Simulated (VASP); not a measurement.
Input of a VASP 6.6.1 run:

INCAR

```
SYSTEM = C
PREC     = Accurate       ! precision mode
ENCUT    = 520            ! plane-wave cutoff, eV
EDIFF    = 1E-6           ! SCF threshold, eV
ISMEAR   = -1             ! smearing method
SIGMA    = 0.05           ! smearing width, eV
LREAL    = .False.        ! projectors in reciprocal space
LASPH    = .True.         ! aspherical terms in the spheres
NELM     = 100            ! most SCF steps
ALGO     = Normal         ! electronic algorithm
ISIF     = 2              ! what is computed and relaxed
LWAVE    = .False.        ! write WAVECAR
LCHARG   = .True.         ! write CHGCAR
GGA      = PE             ! functional
LELF     = .True.         ! ELF
LVHAR    = .True.       
NBANDS   = 11             ! bands
```

Contents of KPOINTS:

```
Automatic mesh
0
Gamma
  18 18 18
  0 0 0
```

The input POSCAR:

```
C
1.0
    0.0000000000      2.0631900000      3.3480000000
    1.1911600000      0.0000000000      3.3480000000
    1.1911600000      2.0631900000      0.0000000000
C
2
Direct
    0.1666700000      0.8333300000      0.1666700000
    0.8333300000      0.1666700000      0.8333300000
```

Potentials or basis: VASP PAW PBE potentials, release 64 (C).

The run is started by

```sh
$ cat potpaw_PBE.64/C/POTCAR > POTCAR
$ mpirun -np 1 vasp_std > vasp.out
```

Q: Estimate the pressure.

A: 34.8 GPa.

Q: Estimate the band gap on the k mesh.

A: 0.08 eV, indirect (least direct gap 0.15 eV).

Stress tensor (GPa, compression positive):
```
50.51  0.00  0.00
 0.00 50.02  0.00
 0.00  0.00  3.77
```

Caveat: the cell differs from its parent crystal (x and y stretched by -3 %, z held). A k mesh can miss the band edges.
